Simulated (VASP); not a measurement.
# InSb (F-43m) in VASP: notebook

The runs below take InSb through vibrations by perturbation theory, with LDA.

All numbers are computed with VASP 6.6.1; they aren't measurements. Logs are shortened: lines on timing, memory, paths and dates and some standing lists are left out, and cuts for length are marked.

### 1 The cell of the first run

The structure is cubic, space group F-43m (No. 216). The conventional cell has a = 6.407 Å, b = 6.407 Å, c = 6.407 Å, α = 90.00°, β = 90.00°, γ = 90.00°. Within 3.7 Å of In (site symmetry -43m) lie 4 Sb at 2.77 Å. Within 3.7 Å of Sb (site symmetry -43m) lie 4 In at 2.77 Å.

### 2 Vibrations by perturbation theory, LDA (32.88 Å³/atom)

Contents of INCAR:

```
ALGO     = Normal         # electronic algorithm
EDIFF    = 1E-8           # SCF threshold, eV
ENCUT    = 520            # plane-wave cutoff, eV
IBRION   = 8              # ionic algorithm
ISIF     = 2              # what is computed and relaxed
ISMEAR   = -1             # smearing method
LASPH    = True           # aspherical terms in the spheres
LCHARG   = False          # write CHGCAR
LREAL    = False          # projectors in reciprocal space
LWAVE    = False          # write WAVECAR
NBANDS   = 16             # bands
NELM     = 80             # most SCF steps
NSW      = 1              # ionic steps
PREC     = Accurate       # precision mode
SIGMA    = 0.05           # smearing width, eV
```

Contents of KPOINTS:

```
k-points
0
Gamma
  10 10 10
```

Contents of POSCAR:

```
InSb
1.0
    0.0000000000      3.2034873268      3.2034873268
    3.2034873268      0.0000000000      3.2034873268
    3.2034873268      3.2034873268      0.0000000000
In Sb
1 1
Direct
    0.0000000000      0.0000000000      0.0000000000
    0.7500000000      0.7500000000      0.7500000000
```

Potentials or basis: VASP PAW LDA potentials, release 64 (In_d, Sb).

Started as:

```console
> cat potpaw_LDA.64/In_d/POTCAR potpaw_LDA.64/Sb/POTCAR > POTCAR
> mpirun -np 1 vasp_std > vasp.out
```

OUTCAR:

```text
EDIFF = 1E-8
   ENCUT = 520
   IBRION = 8
   ISIF = 2
   ISMEAR = -1
   LASPH = True
   LREAL = False
   NELM = 80
   NSW = 1
   PREC = Accurate

 ion  position               nearest neighbor table
   1  0.000  0.000  0.000-   2 2.77   2 2.77   2 2.77   2 2.77
   2  0.750  0.750  0.750-   1 2.77   1 2.77   1 2.77   1 2.77

  LATTYP: Found a face centered cubic cell.
 ALAT       =     6.4069746536

  Lattice vectors:

 A1 = (   0.0000000000,   3.2034873268,   3.2034873268)
 A2 = (   3.2034873268,   0.0000000000,   3.2034873268)
 A3 = (   3.2034873268,   3.2034873268,   0.0000000000)

Analysis of symmetry for initial positions (statically):
=====================================================================
 Subroutine PRICEL returns:
 Original cell was already a primitive cell.

 Routine SETGRP: Setting up the symmetry group for a
 face centered cubic supercell.

 Subroutine GETGRP returns: Found 24 space group operations
 (whereof 24 operations were pure point group operations)
 out of a pool of 48 trial point group operations.

The static configuration has the point symmetry T_d .

Analysis of symmetry for dynamics (positions and initial velocities):
=====================================================================
 Subroutine PRICEL returns:
 Original cell was already a primitive cell.

 Routine SETGRP: Setting up the symmetry group for a
 face centered cubic supercell.

 Subroutine GETGRP returns: Found 24 space group operations
 (whereof 24 operations were pure point group operations)
 out of a pool of 48 trial point group operations.

The dynamic configuration has the point symmetry T_d .

 Subroutine INISYM returns: Found 24 space group operations
 (whereof 24 operations are pure point group operations),
 and found     1 'primitive' translations

----------------------------------------------------------------------------------------

                                     Primitive cell

  volume of cell :      65.7505

  direct lattice vectors                    reciprocal lattice vectors
     0.000000000  3.203487327  3.203487327    -0.156079906  0.156079906  0.156079906
     3.203487327  0.000000000  3.203487327     0.156079906 -0.156079906  0.156079906
     3.203487327  3.203487327  0.000000000     0.156079906  0.156079906 -0.156079906

  length of vectors
     4.530415224  4.530415224  4.530415224     0.270338327  0.270338327  0.270338327

  position of ions in fractional coordinates (direct lattice)
     0.000000000  0.000000000  0.000000000
     0.750000000  0.750000000  0.750000000

  ion indices of the primitive-cell ions
   primitive index   ion index
                 1           1
                 2           2

----------------------------------------------------------------------------------------

 KPOINTS: k-points

Automatic generation of k-mesh.
 Grid dimensions read from file:
 generate k-points for:   10   10   10

 Generating k-lattice:

  Cartesian coordinates                     Fractional coordinates (reciprocal lattice)
    -0.015607991  0.015607991  0.015607991     0.100000000  0.000000000  0.000000000
     0.015607991 -0.015607991  0.015607991     0.000000000  0.100000000  0.000000000
     0.015607991  0.015607991 -0.015607991     0.000000000  0.000000000  0.100000000

  Length of vectors
     0.027033833  0.027033833  0.027033833

  Shift w.r.t. Gamma in fractional coordinates (k-lattice)
[... 73 lines left out ...]
  volume/ion in A,a.u.               =      32.88       221.85
  Fermi-wavevector in a.u.,A,eV,Ry     =   1.062999  2.008776 15.374119  1.129966
  Thomas-Fermi vector in A             =   2.198468
   LORBIT       =      0    0 simple, 1 ext, 2 COOP (PROOUT), +10 PAW based schemes
   GGA     = CA    functional components
   LHFCALC =     F    Hartree Fock is set to
   AEXX    =    0.0000 exact exchange contribution
   IVDW    =     0    specifies the selected vdW correction
   LEPSILON=     F    determine dielectric tensor
   LRPA    =     F    only Hartree local field effects (RPA)
 non-spin polarized calculation
  energy-cutoff  :      520.00
  volume of cell :       65.75
 maximum number of plane-waves:      1807
 NGX is ok and might be reduce to    36
   NGX = 17   NGY = 17   NGZ = 17

--------------------------------------- Ionic step        1  -------------------------------------------

 number of electron      18.0000003 magnetization

 Free energy of the ion-electron system (eV)
  ---------------------------------------------------
  ext. energy  EPLUGINS =         0.00000000
  ---------------------------------------------------
  free energy    TOTEN  =        -8.21070098 eV

  energy without entropy =       -8.21035588  energy(sigma->0) =       -8.21052843

 E-fermi :   5.3180     XC(G=0):  -9.1331

 val. band max:        5.2549783353   @ k =   0.0000   0.0000   0.0000
 cond. band min:       5.7353038881   @ k =   0.5000   0.0000   0.0000
 fundamental gap:      0.4803255528
 Fermi energy:         5.3180236647

 k-point     1 :       0.0000    0.0000    0.0000
  band No.  band energies     occupation
      1      -9.3813      2.00000
      2      -9.3813      2.00000
      3      -9.3813      2.00000
      4      -9.2841      2.00000
      5      -9.2841      2.00000
      6      -5.7366      2.00000
[... 433 lines left out ...]
      3      -9.3420      2.00000
      4      -9.3005      2.00000
      5      -9.2768      2.00000
      6      -4.2886      2.00000
[... 8 lines left out ...]
     15      14.8838      0.00000
     16      15.3415      0.00000

 [... further k-points ...]

------------------------ aborting loop because EDIFF is reached ----------------------------------------

  FORCE on cell =-STRESS in cart. coord.  units (eV):
  Direction    XX          YY          ZZ          XY          YZ          ZX
  --------------------------------------------------------------------------------------
  -------------------------------------------------------------------------------------
  Total        0.4438124      0.4438124      0.4438124      0.0000000     -0.0000000      0.0000000
  in kB       10.8146120     10.8146120     10.8146120      0.0000000     -0.0000000      0.0000000
  external PRESSURE =      10.8146120 kB  Pullay stress =       0.0000000 kB

 VOLUME and BASIS-vectors are now :
 -----------------------------------------------------------------------------
  energy-cutoff  :      520.00
  volume of cell :       65.75
      direct lattice vectors                 reciprocal lattice vectors
     0.000000000  3.203487327  3.203487327    -0.156079906  0.156079906  0.156079906
     3.203487327  0.000000000  3.203487327     0.156079906 -0.156079906  0.156079906
     3.203487327  3.203487327  0.000000000     0.156079906  0.156079906 -0.156079906

 POSITION                                       TOTAL-FORCE (eV/Angst)
 -----------------------------------------------------------------------------------
      0.00000      0.00000      0.00000        -0.000000     -0.000000      0.000000
      4.80523      4.80523      4.80523         0.000000      0.000000     -0.000000
 -----------------------------------------------------------------------------------
    total drift:                                0.000000      0.000000      0.000000

  FREE ENERGIE OF THE ION-ELECTRON SYSTEM (eV)
  ---------------------------------------------------
  free  energy   TOTEN  =        -8.2107009847 eV

  energy  without entropy=       -8.2103558784  energy(sigma->0) =       -8.21052843

[... ionic steps 2 to 3 ...]

--------------------------------------- Ionic step        4  -------------------------------------------

------------------------ aborting loop because EDIFF is reached ----------------------------------------

[... ionic steps 5 to 6 ...]

--------------------------------------- Ionic step        7  -------------------------------------------

 Free energy of the ion-electron system (eV)
  ---------------------------------------------------
  ---------------------------------------------------
  free energy    TOTEN  =        -0.02788565 eV

  energy without entropy =       -0.02788565

------------------------ aborting loop because EDIFF is reached ----------------------------------------

 INTERNAL STRAIN TENSOR  FOR ION    2  DIRECTION 1   (eV/Angst):
 -----------------------------------------------------------------------------
    -0.00729  0.00000  0.00000
     0.00000  0.00544  8.13082
     0.00000  8.13082  0.00544

 INTERNAL STRAIN TENSOR FOR ION    2 for displacements in x,y,z  (eV/Angst):
          X           Y           Z          XY          YZ          ZX
  --------------------------------------------------------------------------------
  x    -0.00000     0.00000     0.00000     0.00000     8.13082     0.00000
  y    -0.00000    -0.00000    -0.00000     0.00000     0.00000     8.13082
  z     0.00000     0.00000    -0.00000     8.13082     0.00000     0.00000

 SECOND DERIVATIVES (NOT SYMMETRIZED)
 ------------------------------------
               1X          1Y          1Z          2X          2Y          2Z
  1X    -7.347949    0.000000    0.000000    7.347949    0.000000    0.000000
  1Y     0.000000   -7.347949    0.000000    0.000000    7.347949    0.000000
  1Z     0.000000    0.000000   -7.347949    0.000000    0.000000    7.347949
  2X     7.335030    0.000000    0.000000   -7.335030    0.000000    0.000000
  2Y     0.000000    7.335030    0.000000    0.000000   -7.335030    0.000000
  2Z     0.000000    0.000000    7.335030    0.000000    0.000000   -7.335030

 Eigenvectors and eigenvalues of the dynamical matrix
 ----------------------------------------------------

   1 f  =    5.510424 THz    34.623016 2PiTHz  183.807966 cm-1    22.789273 meV
             X         Y         Z           dx          dy          dz
      0.000000  0.000000  0.000000     0.717695    0.000000   -0.000000
      4.805231  4.805231  4.805231    -0.696357    0.000000   -0.000000
[... 21 lines left out ...]
   6 f/i=    0.002423 THz     0.015225 2PiTHz    0.080826 cm-1     0.010021 meV
             X         Y         Z           dx          dy          dz
      0.000000  0.000000  0.000000     0.339290   -0.588850   -0.151825
      4.805231  4.805231  4.805231     0.349687   -0.606894   -0.156477

--------------------------------------------------------------------------------------------------------

 ELASTIC MODULI CONTR FROM IONIC RELAXATION (kBar)
 Direction    XX          YY          ZZ          XY          YZ          ZX
 --------------------------------------------------------------------------------
 XX          -0.0000      0.0000      0.0000     -0.0000      0.0000      0.0000
 YY           0.0000     -0.0000      0.0000     -0.0000     -0.0000      0.0000
 ZZ           0.0000      0.0000     -0.0000      0.0000     -0.0000      0.0000
 XY          -0.0000     -0.0000      0.0000   -220.8979     -0.0000      0.0000
 YZ           0.0000     -0.0000     -0.0000     -0.0000   -220.8979      0.0000
 ZX           0.0000      0.0000      0.0000      0.0000      0.0000   -220.8979
 --------------------------------------------------------------------------------
```

Wall time 6.9 min (1 thread of AMD EPYC 9R45 (Zen 5), shared host); peak memory 0.49 GiB.

Results:

```
Highest phonon frequency at Γ, LO-TO splitting left out : 184 cm⁻¹
```

Phonon frequencies in cm⁻¹ (negative: imaginary):
```tsv
q point	frequencies
(0.000, 0.000, 0.000)	0 0 0 184 184 184
```

Caveat: the cell stands under pressure or tension, which shifts response properties; spin-orbit coupling is left out, which moves the levels of the heavy elements.

### 3 Vibrations by perturbation theory, LDA (32.88 Å³/atom)

Contents of INCAR:

```
SYSTEM = InSb
PREC = Accurate
ENCUT = 520
EDIFF = 1E-8
ISMEAR = -1
SIGMA = 0.05
LREAL = .FALSE.
LASPH = .TRUE.
NELM = 100
ALGO = Normal
ISIF = 2
LWAVE = .FALSE.
LCHARG = .FALSE.
NBANDS = 16
IBRION = 8
NSW = 1
```

Contents of KPOINTS:

```
Automatic mesh
0
G
  10 10 10
  0 0 0
```

POSCAR is that of step 2.

Potentials or basis: VASP PAW LDA potentials, release 64 (In_d, Sb).

Started as:

```console
> cat potpaw_LDA.64/In_d/POTCAR potpaw_LDA.64/Sb/POTCAR > POTCAR
> mpirun -np 1 vasp_std > vasp.out
```

OUTCAR:

```text
SYSTEM = InSb
   PREC = Accurate
   ENCUT = 520
   EDIFF = 1E-8
   ISMEAR = -1
   LREAL = .FALSE.
   LASPH = .TRUE.
   NELM = 100
   ISIF = 2
   IBRION = 8
   NSW = 1

 ion  position               nearest neighbor table
   1  0.000  0.000  0.000-   2 2.77   2 2.77   2 2.77   2 2.77
   2  0.750  0.750  0.750-   1 2.77   1 2.77   1 2.77   1 2.77

  LATTYP: Found a face centered cubic cell.
 ALAT       =     6.4069746536

  Lattice vectors:

 A1 = (   0.0000000000,   3.2034873268,   3.2034873268)
 A2 = (   3.2034873268,   0.0000000000,   3.2034873268)
 A3 = (   3.2034873268,   3.2034873268,   0.0000000000)

Analysis of symmetry for initial positions (statically):
=====================================================================
 Subroutine PRICEL returns:
 Original cell was already a primitive cell.

[... 686 lines left out ...]

 INTERNAL STRAIN TENSOR  FOR ION    2  DIRECTION 1   (eV/Angst):
 -----------------------------------------------------------------------------
    -0.00729  0.00000  0.00000
     0.00000  0.00544  8.13082
     0.00000  8.13082  0.00544

 INTERNAL STRAIN TENSOR FOR ION    2 for displacements in x,y,z  (eV/Angst):
          X           Y           Z          XY          YZ          ZX
  --------------------------------------------------------------------------------
  x    -0.00000     0.00000     0.00000     0.00000     8.13082     0.00000
  y    -0.00000    -0.00000    -0.00000     0.00000     0.00000     8.13082
  z     0.00000     0.00000    -0.00000     8.13082     0.00000     0.00000

 SECOND DERIVATIVES (NOT SYMMETRIZED)
 ------------------------------------
               1X          1Y          1Z          2X          2Y          2Z
  1X    -7.347949    0.000000    0.000000    7.347949    0.000000    0.000000
  1Y     0.000000   -7.347949    0.000000    0.000000    7.347949    0.000000
  1Z     0.000000    0.000000   -7.347949    0.000000    0.000000    7.347949
  2X     7.335030    0.000000    0.000000   -7.335030    0.000000    0.000000
  2Y     0.000000    7.335030    0.000000    0.000000   -7.335030    0.000000
  2Z     0.000000    0.000000    7.335030    0.000000    0.000000   -7.335030

 Eigenvectors and eigenvalues of the dynamical matrix
 ----------------------------------------------------

   1 f  =    5.510424 THz    34.623016 2PiTHz  183.807966 cm-1    22.789273 meV
             X         Y         Z           dx          dy          dz
      0.000000  0.000000  0.000000     0.717695    0.000000   -0.000000
      4.805231  4.805231  4.805231    -0.696357    0.000000   -0.000000
[... 21 lines left out ...]
   6 f/i=    0.002423 THz     0.015225 2PiTHz    0.080826 cm-1     0.010021 meV
             X         Y         Z           dx          dy          dz
      0.000000  0.000000  0.000000     0.339290   -0.588850   -0.151825
      4.805231  4.805231  4.805231     0.349687   -0.606894   -0.156477

--------------------------------------------------------------------------------------------------------

 ELASTIC MODULI CONTR FROM IONIC RELAXATION (kBar)
 Direction    XX          YY          ZZ          XY          YZ          ZX
 --------------------------------------------------------------------------------
 XX          -0.0000      0.0000      0.0000     -0.0000      0.0000      0.0000
 YY           0.0000     -0.0000      0.0000     -0.0000     -0.0000      0.0000
 ZZ           0.0000      0.0000     -0.0000      0.0000     -0.0000      0.0000
 XY          -0.0000     -0.0000      0.0000   -220.8979     -0.0000      0.0000
 YZ           0.0000     -0.0000     -0.0000     -0.0000   -220.8979      0.0000
 ZX           0.0000      0.0000      0.0000      0.0000      0.0000   -220.8979
 --------------------------------------------------------------------------------
```

stdout:

```text
POSCAR found type information on POSCAR InSb
 POSCAR found :  2 types and       2 ions
 scaLAPACK will be used
 LDA part: xc-table for (Slater(with rela. corr.)+CA(PZ))
 , standard interpolation
 POSCAR, INCAR and KPOINTS ok, starting setup
 FFT: planning ... GRIDC
 FFT: planning ... GRID_SOFT
 FFT: planning ... GRID
 WAVECAR not read
 entering main loop
 Linear response reoptimize wavefunctions to high precision
 Linear response DOF=           2
 Linear response progress:
 first order change of Fermi-energy  -0.29572E-04
 force on displaced ion       1 direction 1 :  -7.348  -0.000  -0.000
 Linear response progress:
 first order change of Fermi-energy   0.28121E-03
 force on displaced ion       2 direction 1 :  -7.335  -0.000  -0.000
 Linear response finished
```

Wall time 6.7 min (1 thread of AMD EPYC 9R45 (Zen 5), shared host); peak memory 0.49 GiB.

Results:

| Quantity | Value |
| --- | --- |
| Highest phonon frequency at Γ, LO-TO splitting left out | 184 cm⁻¹ |

Phonon frequencies in cm⁻¹ (negative: imaginary):
| q point | frequencies |
| --- | --- |
| (0.000, 0.000, 0.000) | 0 0 0 184 184 184 |

Caveat: the cell stands under pressure or tension, which shifts response properties; spin-orbit coupling is left out, which moves the levels of the heavy elements.

(Part 1 of 2 ends here.)
